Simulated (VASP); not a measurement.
# SiC (P6_3mc) in VASP: elastic constants with LDA

Aim: the elastic constants of SiC with LDA.

Program: VASP 6.6.1. These are calculated values, not measurements. Logs are shortened: lines on timing, memory, paths and dates and some standing lists are left out, and cuts for length are marked.

**1. The cell of the first run**

Symmetry: P6_3mc, No. 186, hexagonal system. Conventional cell: a = 3.027 Å, b = 3.027 Å, c = 4.967 Å, α = 90.00°, β = 90.00°, γ = 120.00°. Within 2.5 Å of Si (site symmetry 3m) lie 4 C at 1.85 to 1.87 Å. Within 2.5 Å of C (site symmetry 3m) lie 4 Si at 1.85 to 1.87 Å.

**2. Elastic constants, LDA**

File INCAR:

```
PREC = Accurate ; ENCUT = 600
EDIFF = 1E-8 ; ISMEAR = 0
SIGMA = 0.01 ; LREAL = F
LASPH = T ; NELM = 80
ALGO = Normal ; ISIF = 3
LWAVE = F ; LCHARG = F
NBANDS = 16 ; IBRION = 6
NFREE = 2 ; POTIM = 0.015
NSW = 1
```

File KPOINTS:

```
Automatic mesh
0
Gamma
  12 12 6
```

File POSCAR:

```
SiC
1.0
    3.0274558978      0.0000000000      0.0000000000
   -1.5137279489      2.6218537163      0.0000000000
    0.0000000000      0.0000000000      4.9672733857
Si C
2 2
Direct
    0.3333333333      0.6666666667      0.0046102467
    0.6666666667      0.3333333333      0.5046102467
    0.3333333333      0.6666666667      0.3803897533
    0.6666666667      0.3333333333      0.8803897533
```

Potentials or basis: VASP PAW LDA potentials, release 64 (Si, C).

Started as:

```bash
$ cat potpaw_LDA.64/Si/POTCAR potpaw_LDA.64/C/POTCAR > POTCAR
$ mpirun -np 1 vasp_std > vasp.out
```

OUTCAR:

```text
PREC = Accurate
   ENCUT = 600
   EDIFF = 1E-8
   ISMEAR = 0
   LREAL = F
   LASPH = T
   NELM = 80
   ISIF = 3
   IBRION = 6
   NFREE = 2
   POTIM = 0.015
   NSW = 1

 ion  position               nearest neighbor table
   1  0.333  0.667  0.005-   4 1.85   4 1.85   4 1.85   3 1.87   2 3.04   2 3.04   2 3.04   2 3.04
                             2 3.04   2 3.04
   2  0.667  0.333  0.505-   3 1.85   3 1.85   3 1.85   4 1.87   1 3.04   1 3.04   1 3.04   1 3.04
                             1 3.04   1 3.04
   3  0.333  0.667  0.380-   2 1.85   2 1.85   2 1.85   1 1.87
   4  0.667  0.333  0.880-   1 1.85   1 1.85   1 1.85   2 1.87

  LATTYP: Found a hexagonal cell.
 ALAT       =     3.0274558978
 C/A-ratio  =     1.6407417823

  Lattice vectors:

 A1 = (   3.0274558978,   0.0000000000,   0.0000000000)
 A2 = (  -1.5137279489,   2.6218537163,   0.0000000000)
 A3 = (   0.0000000000,   0.0000000000,   4.9672733857)

Analysis of symmetry for initial positions (statically):
=====================================================================
 Subroutine PRICEL returns:
 Original cell was already a primitive cell.

 Routine SETGRP: Setting up the symmetry group for a
 hexagonal supercell.

 Subroutine GETGRP returns: Found 12 space group operations
 (whereof  6 operations were pure point group operations)
 out of a pool of 24 trial point group operations.

The static configuration has the point symmetry C_3v.
 The point group associated with its full space group is C_6v.

Analysis of symmetry for dynamics (positions and initial velocities):
=====================================================================
 Subroutine PRICEL returns:
 Original cell was already a primitive cell.

 Routine SETGRP: Setting up the symmetry group for a
 hexagonal supercell.

 Subroutine GETGRP returns: Found 12 space group operations
 (whereof  6 operations were pure point group operations)
 out of a pool of 24 trial point group operations.

The dynamic configuration has the point symmetry C_3v.
 The point group associated with its full space group is C_6v.

 Subroutine INISYM returns: Found 12 space group operations
 (whereof  6 operations are pure point group operations),
 and found     1 'primitive' translations

----------------------------------------------------------------------------------------

                                     Primitive cell

  volume of cell :      39.4280

  direct lattice vectors                    reciprocal lattice vectors
     3.027455898  0.000000000  0.000000000     0.330310344  0.190704766  0.000000000
    -1.513727949  2.621853716  0.000000000     0.000000000  0.381409532  0.000000000
     0.000000000  0.000000000  4.967273386     0.000000000  0.000000000  0.201317689

  length of vectors
     3.027455898  3.027455898  4.967273386     0.381409532  0.381409532  0.201317689

  position of ions in fractional coordinates (direct lattice)
     0.333333333  0.666666667  0.004610247
     0.666666667  0.333333333  0.504610247
     0.333333333  0.666666667  0.380389753
     0.666666667  0.333333333  0.880389753

  ion indices of the primitive-cell ions
   primitive index   ion index
                 1           1
[... 122 lines left out ...]
  free energy    TOTEN  =       -33.25224662 eV

  energy without entropy =      -33.25224662  energy(sigma->0) =      -33.25224662

------------------------ aborting loop because EDIFF is reached ----------------------------------------

  FORCE on cell =-STRESS in cart. coord.  units (eV):
  Direction    XX          YY          ZZ          XY          YZ          ZX
  --------------------------------------------------------------------------------------
  -------------------------------------------------------------------------------------
  Total        1.7874543      1.7874543      1.7936178      0.0000000      0.0000000      0.0000000
  in kB       72.6342024     72.6342024     72.8846613      0.0000000      0.0000000      0.0000000
  external PRESSURE =      72.7176887 kB  Pullay stress =       0.0000000 kB
[... 95 lines left out ...]
  FREE ENERGIE OF THE ION-ELECTRON SYSTEM (eV)
  ---------------------------------------------------
  free  energy   TOTEN  =       -33.2076110437 eV

  energy  without entropy=      -33.2076110437  energy(sigma->0) =      -33.20761104

[... ionic steps 4 to 18 ...]

--------------------------------------- Ionic step       19  -------------------------------------------

 number of electron      15.9999998 magnetization

------------------------ aborting loop because EDIFF is reached ----------------------------------------
[... 71 lines left out ...]
--------------------------------------- Ionic step       21  -------------------------------------------

 number of electron      15.9999998 magnetization

 Free energy of the ion-electron system (eV)
  ---------------------------------------------------
  ext. energy  EPLUGINS =         0.00000000
  ---------------------------------------------------
  free energy    TOTEN  =       -33.24920811 eV

  energy without entropy =      -33.24920811  energy(sigma->0) =      -33.24920811

 E-fermi :   8.9093     XC(G=0): -11.7562

 val. band max:        8.7926150376   @ k =   0.0000   0.0000   0.0000
 cond. band min:      10.8045155170   @ k =   0.3333   0.3333   0.0000
 fundamental gap:      2.0119004794
 Fermi energy:         8.9092985172

 k-point     1 :       0.0000    0.0000    0.0000
  band No.  band energies     occupation
      1      -7.0930      2.00000
      2      -3.2800      2.00000
      3      -0.2488      2.00000
      4       7.4469      2.00000
      5       7.4469      2.00000
      6       8.6125      2.00000
[... 433 lines left out ...]
      3       1.3058      2.00000
      4       2.9124      2.00000
      5       3.9667      2.00000
      6       5.8477      2.00000
[... 8 lines left out ...]
     15      20.4011      0.00000
     16      21.0959      0.00000

 [... further k-points ...]

------------------------ aborting loop because EDIFF is reached ----------------------------------------

  FORCE on cell =-STRESS in cart. coord.  units (eV):
  Direction    XX          YY          ZZ          XY          YZ          ZX
  --------------------------------------------------------------------------------------
  -------------------------------------------------------------------------------------
  Total        1.6949095      1.6949095      1.9858293     -0.0000000      0.0000000     -0.0000000
  in kB       68.8735932     68.8735932     80.6952846     -0.0000000      0.0000000     -0.0000000
  external PRESSURE =      72.8141570 kB  Pullay stress =       0.0000000 kB
[... 19 lines left out ...]
  FREE ENERGIE OF THE ION-ELECTRON SYSTEM (eV)
  ---------------------------------------------------
  free  energy   TOTEN  =       -33.2492081082 eV

  energy  without entropy=      -33.2492081082  energy(sigma->0) =      -33.24920811

 INTERNAL STRAIN TENSORS FROM STRAINED CELLS
 ============================================

 INTERNAL STRAIN TENSOR FOR ION    1 for displacements in x,y,z  (eV/Angst):
          X           Y           Z          XY          YZ          ZX
  --------------------------------------------------------------------------------
  x    -0.00000     0.00000     0.00000    -9.64033     0.00000    -7.04726
  y    -9.66485     9.69097     0.00000    -0.00004    -7.03901    -0.00005
  z    -6.29309    -6.30035    12.15624    -0.00074    -0.00338    -0.00005

 INTERNAL STRAIN TENSORS FROM DISPLACED ATOMS
 ============================================

 INTERNAL STRAIN TENSOR FOR ION    1 for displacements in x,y,z  (eV/Angst):
          X           Y           Z          XY          YZ          ZX
  --------------------------------------------------------------------------------
  x     0.00000     0.00000    -0.00000    -9.64681     0.00000    -7.04651
  y    -9.64681     9.64681     0.00000    -0.00000    -7.04651     0.00000
  z    -6.27396    -6.27396    12.09083     0.00000     0.00000     0.00000

 INTERNAL STRAIN TENSOR FOR ION    4 for displacements in x,y,z  (eV/Angst):
          X           Y           Z          XY          YZ          ZX
  --------------------------------------------------------------------------------
  x    -0.00000     0.00000     0.00000    11.37009     0.00000     7.04637
  y    11.37009   -11.37009     0.00000     0.00000     7.04637     0.00000
  z     6.27606     6.27606   -12.09652    -0.00000     0.00000     0.00000

 Eigenvectors and eigenvalues of the dynamical matrix
 ----------------------------------------------------

   1 f  =   26.088535 THz   163.919102 2PiTHz  870.219867 cm-1   107.893464 meV
             X         Y         Z           dx          dy          dz
     -0.000000  1.747902  0.022900     0.000000    0.000000   -0.018034
      1.513728  0.873951  2.506537     0.000000    0.000000    0.018034
     -0.000000  1.747902  1.889500    -0.000000   -0.000000    0.706877
      1.513728  0.873951  4.373137    -0.000000   -0.000000   -0.706877
[... 71 lines left out ...]
  12 f/i=    0.000972 THz     0.006109 2PiTHz    0.032433 cm-1     0.004021 meV
             X         Y         Z           dx          dy          dz
     -0.000000  1.747902  0.022900    -0.518513   -0.285216    0.000000
      1.513728  0.873951  2.506537    -0.518513   -0.285216    0.000000
     -0.000000  1.747902  1.889500    -0.339117   -0.186536    0.000000
      1.513728  0.873951  4.373137    -0.339117   -0.186536    0.000000

--------------------------------------------------------------------------------------------------------

 ELASTIC MODULI CONTR FROM IONIC RELAXATION (kBar)
 Direction    XX          YY          ZZ          XY          YZ          ZX
 --------------------------------------------------------------------------------
 XX        -657.0045    331.5447    313.6255     -0.0000     -0.0000     -0.0000
 YY         331.5447   -657.0045    313.6255      0.0000     -0.0000      0.0000
 ZZ         313.6255    313.6255   -604.4429      0.0000      0.0000      0.0000
 XY          -0.0000      0.0000      0.0000   -494.2746     -0.0000      0.0000
 YZ           0.0000     -0.0000      0.0000     -0.0000   -190.3834     -0.0000
 ZX          -0.0000      0.0000      0.0000     -0.0000     -0.0000   -190.3834
 --------------------------------------------------------------------------------

 TOTAL ELASTIC MODULI (kBar)
 Direction    XX          YY          ZZ          XY          YZ          ZX
 --------------------------------------------------------------------------------
 XX        5502.2893   1326.9458    709.2891     -0.0000     -0.0000     -0.0000
 YY        1326.9458   5502.2893    709.2891      0.0000     -0.0000      0.0000
 ZZ         709.2891    709.2891   5981.2362      0.0000      0.0000      0.0000
 XY          -0.0000      0.0000      0.0000   2087.6718     -0.0000      0.0000
 YZ           0.0000     -0.0000      0.0000     -0.0000   1571.3574     -0.0000
 ZX          -0.0000      0.0000      0.0000     -0.0000     -0.0000   1571.3574
 --------------------------------------------------------------------------------
```

Run time: 37 min. Hardware: 1 thread of AMD EPYC 7R13, shared host; peak memory 0.56 GiB.

What came out:

```
Voigt bulk modulus                                      : 250 GPa
Highest phonon frequency at Γ, LO-TO splitting left out : 870 cm⁻¹
```

Phonon frequencies in cm⁻¹ (negative: imaginary):
```tsv
q point	frequencies
(0.000, 0.000, 0.000)	0 0 0 257 257 614 797 798 798 828 828 870
```

Elastic tensor in Voigt notation (GPa, in the Cartesian axes of the cell as first typed):
```
550 133  71   0   0   0
133 550  71   0   0   0
 71  71 598   0   0   0
  0   0   0 157   0   0
  0   0   0   0 157   0
  0   0   0   0   0 209
```

Clamped-ion elastic tensor (GPa):
```
616 100  40   0   0   0
100 616  40   0   0   0
 40  40 659   0   0   0
  0   0   0 176   0   0
  0   0   0   0 176   0
  0   0   0   0   0 258
```

Caveat: the cell is under stress, which shifts elastic constants.
